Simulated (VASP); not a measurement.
# PbS (R3m) in VASP: settings compared

PbS is run at these levels: LDA, r2SCAN, PBEsol; tasks: single point.

Everything below comes from runs of VASP 6.6.1. Logs are shortened: lines on timing, memory, paths and dates and some standing lists are left out, and cuts for length are marked.

## 1. The cell of the first run

Symmetry: R3m, No. 160, trigonal system. Conventional cell: a = 4.197 Å, b = 4.197 Å, c = 10.286 Å, α = 90.00°, β = 90.00°, γ = 120.00°. Within 3.9 Å of Pb (site symmetry 3m) lie 6 S at 2.94 to 3.00 Å. S (site symmetry 3m) has 6 Pb at 2.94 to 3.00 Å within 3.9 Å.

## 2. Single point, LDA

INCAR reads:

```
SYSTEM = PbS
  PREC = Accurate
  ENCUT = 520
  EDIFF = 1E-6
  ISMEAR = -1
  SIGMA = 0.05
  LREAL = .False.
  LASPH = .True.
  NELM = 80
  ALGO = Normal
  ISIF = 2
  LWAVE = .False.
  LCHARG = .False.
  NBANDS = 17
```

KPOINTS reads:

```
Automatic mesh
0
Gamma
  8 8 8
  0 0 0
```

POSCAR reads:

```
PbS
1.0
    2.0984823409      1.2115593444      3.4287483306
   -2.0984823409      1.2115593444      3.4287483306
    0.0000000000     -2.4231186889      3.4287483306
Pb S
1 1
Direct
    0.9805657800      0.9805657800      0.9805657800
    0.4750355500      0.4750355500      0.4750355500
```

Potentials or basis: VASP PAW LDA potentials, release 64 (Pb_d, S).

Started as:

```
$ cat potpaw_LDA.64/Pb_d/POTCAR potpaw_LDA.64/S/POTCAR > POTCAR
$ mpirun -np 1 vasp_std > vasp.out
```

OUTCAR:

```text
SYSTEM = PbS
   PREC = Accurate
   ENCUT = 520
   EDIFF = 1E-6
   ISMEAR = -1
   LREAL = .False.
   LASPH = .True.
   NELM = 80
   ISIF = 2

 ion  position               nearest neighbor table
   1  0.981  0.981  0.981-   2 2.94   2 2.94   2 2.94   2 3.00   2 3.00   2 3.00
   2  0.475  0.475  0.475-   1 2.94   1 2.94   1 2.94   1 3.00   1 3.00   1 3.00

  LATTYP: Found a trigonal (rhomboedric) cell.
 ALAT       =     4.1985496656
 COS(alpha) =     0.5003774362

  Lattice vectors:

 A1 = (   2.0984823409,   1.2115593444,   3.4287483306)
 A2 = (  -2.0984823409,   1.2115593444,   3.4287483306)
 A3 = (   0.0000000000,  -2.4231186889,   3.4287483306)

Analysis of symmetry for initial positions (statically):
=====================================================================
 Subroutine PRICEL returns:
 Original cell was already a primitive cell.

 Routine SETGRP: Setting up the symmetry group for a
 trigonal (rhombohedral) supercell.

 Subroutine GETGRP returns: Found  6 space group operations
 (whereof  6 operations were pure point group operations)
 out of a pool of 12 trial point group operations.

The static configuration has the point symmetry C_3v.

Analysis of symmetry for dynamics (positions and initial velocities):
=====================================================================
 Subroutine PRICEL returns:
 Original cell was already a primitive cell.

 Routine SETGRP: Setting up the symmetry group for a
 trigonal (rhombohedral) supercell.

 Subroutine GETGRP returns: Found  6 space group operations
 (whereof  6 operations were pure point group operations)
 out of a pool of 12 trial point group operations.

The dynamic configuration has the point symmetry C_3v.

 Subroutine INISYM returns: Found  6 space group operations
 (whereof  6 operations are pure point group operations),
 and found     1 'primitive' translations

----------------------------------------------------------------------------------------

                                     Primitive cell

  volume of cell :      52.3042

  direct lattice vectors                    reciprocal lattice vectors
     2.098482341  1.211559344  3.428748331     0.238267433  0.137563766  0.097217206
    -2.098482341  1.211559344  3.428748331    -0.238267433  0.137563766  0.097217206
     0.000000000 -2.423118689  3.428748331     0.000000000 -0.275127533  0.097217206

  length of vectors
     4.198549666  4.198549666  4.198549666     0.291798466  0.291798466  0.291798466

  position of ions in fractional coordinates (direct lattice)
     0.980565780  0.980565780  0.980565780
     0.475035550  0.475035550  0.475035550

  ion indices of the primitive-cell ions
   primitive index   ion index
                 1           1
                 2           2

----------------------------------------------------------------------------------------

 KPOINTS: Automatic mesh

Automatic generation of k-mesh.
 Grid dimensions read from file:
 generate k-points for:    8    8    8

 Generating k-lattice:

  Cartesian coordinates                     Fractional coordinates (reciprocal lattice)
     0.029783429  0.017195471  0.012152151     0.125000000 -0.000000000  0.000000000
    -0.029783429  0.017195471  0.012152151    -0.000000000  0.125000000  0.000000000
     0.000000000 -0.034390942  0.012152151     0.000000000  0.000000000  0.125000000

  Length of vectors
     0.036474808  0.036474808  0.036474808

  Shift w.r.t. Gamma in fractional coordinates (k-lattice)
     0.000000000  0.000000000  0.000000000

 Subroutine IBZKPT returns following result:
 ===========================================

 Found     65 irreducible k-points:

 Following reciprocal coordinates:
            Coordinates               Weight
  0.000000  0.000000  0.000000      1.000000
  0.125000 -0.000000 -0.000000      6.000000
  0.250000 -0.000000 -0.000000      6.000000
  0.375000  0.000000  0.000000      6.000000
  0.500000 -0.000000 -0.000000      3.000000
  0.125000  0.125000  0.000000      6.000000
[... 16 lines left out ...]
[... 42 lines left out ...]
  ext. energy  EPLUGINS =         0.00000000
  ---------------------------------------------------
  free energy    TOTEN  =        -9.98008188 eV

  energy without entropy =       -9.97969766  energy(sigma->0) =       -9.97988977

 E-fermi :   5.6696     XC(G=0): -10.0171

 val. band max:        5.5492111072   @ k =   0.5000  -0.0000  -0.0000
 cond. band min:       5.7899595853   @ k =   0.5000  -0.0000  -0.0000
 fundamental gap:      0.2407484780
 Fermi energy:         5.6695974817

 k-point     1 :       0.0000    0.0000    0.0000
  band No.  band energies     occupation
      1     -11.2073      2.00000
      2     -11.2070      2.00000
      3     -11.2070      2.00000
      4     -11.1984      2.00000
      5     -11.1984      2.00000
      6      -7.9903      2.00000
[... 9 lines left out ...]
     16      12.2430      0.00000
     17      14.0053      0.00000

 k-point     2 :       0.1250   -0.0000   -0.0000
  band No.  band energies     occupation
      1     -11.2068      2.00000
      2     -11.2059      2.00000
      3     -11.2059      2.00000
      4     -11.1972      2.00000
      5     -11.1972      2.00000
      6      -7.8543      2.00000
[... 9 lines left out ...]
     16      12.5952      0.00000
     17      15.2369      0.00000

 k-point     3 :       0.2500   -0.0000   -0.0000
  band No.  band energies     occupation
      1     -11.2161      2.00000
      2     -11.2155      2.00000
      3     -11.2050      2.00000
      4     -11.1821      2.00000
      5     -11.1819      2.00000
      6      -7.4753      2.00000
[... 9 lines left out ...]
     16      13.4374      0.00000
     17      17.2595      0.00000

 k-point     4 :       0.3750    0.0000    0.0000
  band No.  band energies     occupation
      1     -11.2269      2.00000
      2     -11.2261      2.00000
      3     -11.2043      2.00000
      4     -11.1658      2.00000
      5     -11.1655      2.00000
      6      -6.9779      2.00000
[... 9 lines left out ...]
     16      14.6755      0.00000
     17      17.2059      0.00000
[... 343 lines left out ...]
      1     -11.2067      2.00000
      2     -11.2061      2.00000
      3     -11.2061      2.00000
      4     -11.1970      2.00000
      5     -11.1970      2.00000
      6      -7.8549      2.00000
[... 9 lines left out ...]
     16      12.5887      0.00000
     17      15.2345      0.00000

 k-point    23 :       0.2500    0.1250    0.1250
  band No.  band energies     occupation
      1     -11.2103      2.00000
      2     -11.2093      2.00000
      3     -11.2061      2.00000
      4     -11.1971      2.00000
      5     -11.1845      2.00000
      6      -7.6353      2.00000
[... 9 lines left out ...]
     16      13.7218      0.00000
     17      15.0637      0.00000

 k-point    24 :       0.3750    0.1250    0.1250
  band No.  band energies     occupation
      1     -11.2238      2.00000
      2     -11.2184      2.00000
      3     -11.2026      2.00000
      4     -11.1822      2.00000
      5     -11.1725      2.00000
      6      -7.2041      2.00000
[... 9 lines left out ...]
     16      15.0858      0.00000
     17      16.3474      0.00000

 [... further k-points ...]
[... 5 lines left out ...]
  --------------------------------------------------------------------------------------
  -------------------------------------------------------------------------------------
  Total       -0.8691066     -0.8691066     -0.8635442      0.0000000      0.0000000      0.0000000
  in kB      -26.6223721    -26.6223721    -26.4519859      0.0000000      0.0000000      0.0000000
  external PRESSURE =     -26.5655767 kB  Pullay stress =       0.0000000 kB

 VOLUME and BASIS-vectors are now :
 -----------------------------------------------------------------------------
  energy-cutoff  :      520.00
  volume of cell :       52.30
      direct lattice vectors                 reciprocal lattice vectors
     2.098482341  1.211559344  3.428748331     0.238267433  0.137563766  0.097217206
    -2.098482341  1.211559344  3.428748331    -0.238267433  0.137563766  0.097217206
     0.000000000 -2.423118689  3.428748331     0.000000000 -0.275127533  0.097217206

 POSITION                                       TOTAL-FORCE (eV/Angst)
 -----------------------------------------------------------------------------------
      0.00000     -0.00000     10.08634         0.000000      0.000000     -0.007118
      0.00000     -0.00000      4.88633         0.000000     -0.000000      0.007118
 -----------------------------------------------------------------------------------
    total drift:                                0.000000     -0.000000     -0.000623

  FREE ENERGIE OF THE ION-ELECTRON SYSTEM (eV)
  ---------------------------------------------------
  free  energy   TOTEN  =        -9.9800818752 eV

  energy  without entropy=       -9.9796976607  energy(sigma->0) =       -9.97988977
```

Wall time 62 s (1 thread of AMD EPYC 7R13 (Zen 3), shared host); peak memory 0.16 GiB.

Results:

| Quantity | Value |
| --- | --- |
| Free energy | -9.9801 eV |
| Pressure | -2.7 GPa |
| Largest force | 0.007 eV/Å |
| Band gap on the k mesh | 0.24 eV, direct |

Forces on the atoms (eV/Å):
```
Pb   0.000  0.000 -0.007
S    0.000  0.000  0.007
```

Levels at points of the mesh, in eV from the valence-band top:
```
           k point  band 6  band 7  band 8  band 9  band 10  band 11  band 12  band 13  band 14  band 15
(0.00, 0.00, 0.00)  -13.54   -6.07   -2.14   -2.14    -2.14     5.04     5.07     5.07     6.67     6.67
(0.50, 0.00, 0.00)  -12.25   -8.90   -1.75   -1.74     0.00     0.24     1.86     1.87     8.48    10.10
(0.50, 0.50, 0.00)  -11.82   -7.27   -5.22   -3.44    -3.43     3.73     5.47     5.57     5.59    11.19
(0.50, 0.50, 0.50)  -12.26   -8.89   -1.74   -1.74    -0.06     0.30     1.86     1.86     8.47    10.10
```

Caveat: spin-orbit coupling is left out, which moves the levels of the heavy elements.

## 3. Single point, LDA

This run uses another cell than the first one, of 27.22 Å³/atom, 1.041 times its volume.

INCAR reads:

```
SYSTEM = PbS
ALGO = Normal
EDIFF = 1E-6
ENCUT = 520
GGA = CA
ISIF = 2
ISMEAR = -1
LASPH = .TRUE.
LCHARG = .TRUE.
LELF = .TRUE.
LREAL = .FALSE.
LVHAR = .TRUE.
LWAVE = .FALSE.
NBANDS = 17
NELM = 100
PREC = Accurate
SIGMA = 0.05
```

KPOINTS reads:

```
k-points
0
G
  8 8 8
  0 0 0
```

POSCAR reads:

```
PbS
1.0
    2.1266532507      1.2278238267      3.4747772906
   -2.1266532507      1.2278238267      3.4747772906
    0.0000000000     -2.4556476535      3.4747772906
Pb S
1 1
Direct
    0.9805657800      0.9805657800      0.9805657800
    0.4750355500      0.4750355500      0.4750355500
```

Potentials or basis: VASP PAW LDA potentials, release 64 (Pb_d, S).

Started as:

```
$ cat potpaw_LDA.64/Pb_d/POTCAR potpaw_LDA.64/S/POTCAR > POTCAR
$ mpirun -np 1 vasp_std > vasp.out
```

Wall time 76 s (1 thread of AMD EPYC 7R13 (Zen 3), shared host); peak memory 0.16 GiB.

The run converged. Its results:

```yaml
Free_energy: -9.9323 eV
Pressure: -4.6 GPa
Largest_force: 0.013 eV/Å
Band_gap_on_the_k_mesh: 0.37 eV, direct
```

Forces on the atoms (eV/Å):
```
Pb   0.000  0.000  0.013
S    0.000  0.000 -0.013
```

Levels at points of the mesh, in eV from the valence-band top:
```tsv
k point	band 8	band 9	band 10	band 11	band 12	band 13
(0.00, 0.00, 0.00)	-1.91	-1.91	-1.91	4.96	4.99	4.99
(0.50, 0.00, 0.00)	-1.55	-1.54	0.00	0.37	1.97	1.98
(0.50, 0.50, 0.00)	-4.85	-3.15	-3.14	3.93	5.37	5.45
(0.50, 0.50, 0.50)	-1.54	-1.54	-0.04	0.41	1.97	1.97
```

Caveat: spin-orbit coupling is left out, which moves the levels of the heavy elements. A k mesh can miss the band edges.

## 4. Single point, LDA

This run uses another cell than the first one, of 27.75 Å³/atom, 1.061 times its volume.

INCAR reads:

```
  PREC = Accurate
  ENCUT = 520
  EDIFF = 1E-7
  ISMEAR = -1
  SIGMA = 0.05
  LREAL = F
  LASPH = T
  NELM = 100
  ALGO = Normal
  ISIF = 2
  LWAVE = F
  LCHARG = F
  NBANDS = 17
```

KPOINTS reads:

```
regular mesh
0
Gamma
  8 8 8
```

POSCAR reads:

```
PbS
1.0
    2.1404630743      1.2357969321      3.4973414117
   -2.1404630743      1.2357969321      3.4973414117
    0.0000000000     -2.4715938643      3.4973414117
Pb S
1 1
Direct
    0.9805657800      0.9805657800      0.9805657800
    0.4750355500      0.4750355500      0.4750355500
```

Started as:

```
$ cat potpaw_LDA.64/Pb_d/POTCAR potpaw_LDA.64/S/POTCAR > POTCAR
$ mpirun -np 1 vasp_std > vasp.out
```

It took 69 s on 1 thread of AMD EPYC 7R13 (Zen 3), shared host; peak memory 0.16 GiB.

It converged, with:

```yaml
Free_energy: -9.8994 eV
Pressure: -5.4 GPa
Largest_force: 0.022 eV/Å
Band_gap_on_the_k_mesh: 0.43 eV, direct
```

Forces in eV/Å, atoms in the order of the input:
```
Pb   0.000  0.000  0.022
S    0.000  0.000 -0.022
```

Levels at points of the mesh, in eV from the valence-band top:
| k point | band 6 | band 7 | band 8 | band 9 | band 10 | band 11 | band 12 | band 13 | band 14 | band 15 |
| --- | --- | --- | --- | --- | --- | --- | --- | --- | --- | --- |
| (0.00, 0.00, 0.00) | -12.97 | -6.13 | -1.81 | -1.81 | -1.80 | 4.92 | 4.94 | 4.94 | 6.86 | 6.86 |
| (0.50, 0.00, 0.00) | -11.83 | -8.53 | -1.45 | -1.45 | 0.00 | 0.43 | 2.02 | 2.03 | 8.45 | 10.24 |
| (0.50, 0.50, 0.00) | -11.50 | -7.14 | -4.67 | -3.01 | -3.01 | 4.02 | 5.32 | 5.39 | 5.42 | 11.18 |
| (0.50, 0.50, 0.50) | -11.84 | -8.52 | -1.45 | -1.45 | -0.03 | 0.46 | 2.02 | 2.02 | 8.44 | 10.24 |

Caveat: spin-orbit coupling is left out, which moves the levels of the heavy elements.

## 5. Single point, r2SCAN

This run uses another cell than the first one, of 25.08 Å³/atom, 0.959 times its volume.

POSCAR reads:

```
PbS
1.0
    2.0695340594      1.1948460463      3.3814492087
   -2.0695340594      1.1948460463      3.3814492087
    0.0000000000     -2.3896920926      3.3814492087
Pb S
1 1
Direct
    0.9805657800      0.9805657800      0.9805657800
    0.4750355500      0.4750355500      0.4750355500
```

INCAR.step1 reads:

```
PREC     = Accurate       # precision mode
ENCUT    = 520            # plane-wave cutoff, eV
ISMEAR   = -1             # smearing method
SIGMA    = 0.05           # smearing width, eV
LREAL    = False          # projectors in reciprocal space
LASPH    = True           # aspherical terms in the spheres
NELM     = 80             # most SCF steps
NBANDS   = 17             # bands
GGA      = PE             # functional
ALGO     = Normal         # electronic algorithm
EDIFF    = 1E-4           # SCF threshold, eV
LWAVE    = True           # write WAVECAR
LCHARG   = False          # write CHGCAR
```

INCAR.step2 reads:

```
PREC     = Accurate       # precision mode
ENCUT    = 520            # plane-wave cutoff, eV
EDIFF    = 1E-6           # SCF threshold, eV
ISMEAR   = -1             # smearing method
SIGMA    = 0.05           # smearing width, eV
LREAL    = False          # projectors in reciprocal space
LASPH    = True           # aspherical terms in the spheres
NELM     = 80             # most SCF steps
ALGO     = Normal         # electronic algorithm
ISIF     = 2              # what is computed and relaxed
LWAVE    = False          # write WAVECAR
LCHARG   = False          # write CHGCAR
METAGGA  = R2SCAN         # meta-GGA
LMIXTAU  = True         
NBANDS   = 17             # bands
ISTART   = 1
```

KPOINTS reads:

```
Automatic mesh
0
Gamma
  8 8 8
```

Potentials or basis: VASP PAW PBE potentials, release 64 (Pb_d, S).

Started as:

```
$ cat potpaw_PBE.64/Pb_d/POTCAR potpaw_PBE.64/S/POTCAR > POTCAR
$ cp INCAR.step1 INCAR
$ mpirun -np 1 vasp_std > vasp.out
$ cp INCAR.step2 INCAR
$ mpirun -np 1 vasp_std > vasp.out
```

Run time: 4.7 min. Hardware: 1 thread of AMD EPYC 7R13 (Zen 3), shared host; peak memory 0.18 GiB.

The run converged. Its results:

| Quantity | Value |
| --- | --- |
| Free energy | -65.5727 eV |
| Pressure | 4.0 GPa |
| Largest force | 0.048 eV/Å |
| Band gap on the k mesh | 0.48 eV, direct |

Forces in eV/Å, atoms in the order of the input:
```
Pb   0.000  0.000 -0.048
S    0.000  0.000  0.048
```

Levels at points of the mesh, in eV from the valence-band top:
```tsv
k point	band 6	band 7	band 8	band 9	band 10	band 11	band 12	band 13	band 14	band 15
(0.00, 0.00, 0.00)	-14.66	-6.08	-2.61	-2.61	-2.60	5.57	5.61	5.61	6.99	6.99
(0.50, 0.00, 0.00)	-13.30	-9.43	-2.17	-2.17	0.00	0.48	2.03	2.04	9.16	10.49
(0.50, 0.50, 0.00)	-12.76	-7.50	-5.79	-3.95	-3.95	3.89	6.10	6.20	6.22	11.66
(0.50, 0.50, 0.50)	-13.31	-9.42	-2.17	-2.17	-0.03	0.51	2.03	2.03	9.15	10.49
```

Caveat: the PAW data sets were made with another functional, which shifts forces and pressure a little; spin-orbit coupling is left out, which moves the levels of the heavy elements.

## 6. Single point, PBEsol

This run uses another cell than the first one, of 25.08 Å³/atom, 0.959 times its volume.

INCAR reads:

```
PREC = Accurate ; ENCUT = 520
EDIFF = 1E-7 ; ISMEAR = -1
SIGMA = 0.05 ; LREAL = False
LASPH = True ; NELM = 100
ALGO = Normal ; ISIF = 2
LWAVE = False ; LCHARG = True
GGA = PS ; LELF = True
LVHAR = True ; NBANDS = 17
```

KPOINTS reads:

```
regular mesh
0
Gamma
  8 8 8
```

POSCAR is that of step 5.

Potentials or basis: VASP PAW PBE potentials, release 64 (Pb_d, S).

Started as:

```
$ cat potpaw_PBE.64/Pb_d/POTCAR potpaw_PBE.64/S/POTCAR > POTCAR
$ mpirun -np 1 vasp_std > vasp.out
```

It took 60 s on 1 thread of AMD EPYC 7R13 (Zen 3), shared host; peak memory 0.17 GiB.

The run converged. Its results:

```yaml
Free_energy: -9.4507 eV
Pressure: 1.5 GPa
Largest_force: 0.041 eV/Å
Band_gap_on_the_k_mesh: 0.14 eV, direct
```

Forces on the atoms (eV/Å):
```
Pb   0.000  0.000 -0.041
S    0.000  0.000  0.041
```

Levels at points of the mesh, in eV from the valence-band top:
| k point | band 8 | band 9 | band 10 | band 11 | band 12 | band 13 |
| --- | --- | --- | --- | --- | --- | --- |
| (0.00, 0.00, 0.00) | -2.40 | -2.40 | -2.40 | 5.20 | 5.24 | 5.24 |
| (0.50, 0.00, 0.00) | -1.98 | -1.98 | 0.00 | 0.14 | 1.78 | 1.79 |
| (0.50, 0.50, 0.00) | -5.62 | -3.76 | -3.75 | 3.50 | 5.63 | 5.77 |
| (0.50, 0.50, 0.50) | -1.97 | -1.97 | -0.08 | 0.22 | 1.78 | 1.78 |

Caveat: the PAW data sets were made with another functional, which shifts forces and pressure a little; spin-orbit coupling is left out, which moves the levels of the heavy elements.

## 7. The runs side by side

```csv
level,potentials or basis,cell,gap on the mesh (eV),pressure (GPa),largest force (eV/Å)
LDA,"VASP PAW LDA potentials, release 64 (Pb_d, S)","a = 4.199 Å, angles 60.0°, 2 atoms",0.24,-2.7,0.01
LDA,"VASP PAW LDA potentials, release 64 (Pb_d, S)","a = 4.255 Å, angles 60.0°, 2 atoms",0.37,-4.6,0.01
LDA,"VASP PAW LDA potentials, release 64 (Pb_d, S)","a = 4.283 Å, angles 60.0°, 2 atoms",0.43,-5.4,0.02
r2SCAN,"VASP PAW PBE potentials, release 64 (Pb_d, S)","a = 4.141 Å, angles 60.0°, 2 atoms",0.48,4.0,0.05
PBEsol,"VASP PAW PBE potentials, release 64 (Pb_d, S)","a = 4.141 Å, angles 60.0°, 2 atoms",0.14,1.5,0.04
```

Alike in all rows: task single point; no spin polarisation; k mesh 8 × 8 × 8; cutoff (eV) 520; smearing fermi-dirac 0.05 eV.

Caveats: spin-orbit coupling is left out, which moves the levels of the heavy elements; the PAW data sets were made with another functional, which shifts forces and pressure a little (some runs).

Total energies depend on the potentials used, so only differences within one code and one set of settings carry meaning.
